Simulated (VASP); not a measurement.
TiNi, 2 atoms in the cell. It takes space group Pm-3m (No. 221, cubic). The conventional cell has a = 2.988 Å, b = 2.988 Å, c = 2.988 Å, α = 90.00°, β = 90.00°, γ = 90.00°. Ti (site symmetry m-3m) has 8 Ni at 2.59 Å and 6 Ti at 2.99 Å within 3.4 Å. Within 3.4 Å of Ni (site symmetry m-3m) lie 8 Ti at 2.59 Å and 6 Ni at 2.99 Å. 

* Program: VASP 6.6.1
* Task: single point
* Functional: PBEsol
* Potentials or basis: VASP PAW PBE potentials, release 64 (Ti_sv, Ni)
* Cutoff: 520 eV
* k mesh: 14 × 14 × 14
* Occupations: gaussian, width 0.1 eV
* Spin: no spin polarisation
* Dipole correction: no
* Further INCAR settings: ALGO = Fast; EDIFF = 1e-06; NBANDS = 18

Potentials or basis: VASP PAW PBE potentials, release 64 (Ti_sv, Ni).

Run with:

```bash
$ cat potpaw_PBE.64/Ti_sv/POTCAR potpaw_PBE.64/Ni/POTCAR > POTCAR
$ mpirun -np 1 vasp_std > vasp.out
```

Hardware: 1 thread of Intel(R) Xeon(R) 6975P-C (Granite Rapids), on a shared host.

How long does it take, and how much memory?

It took 28 s on 1 thread of Intel(R) Xeon(R) 6975P-C (Granite Rapids), on a shared host, peak memory 0.18 GiB. Counts: scf iterations 21, k points 120.
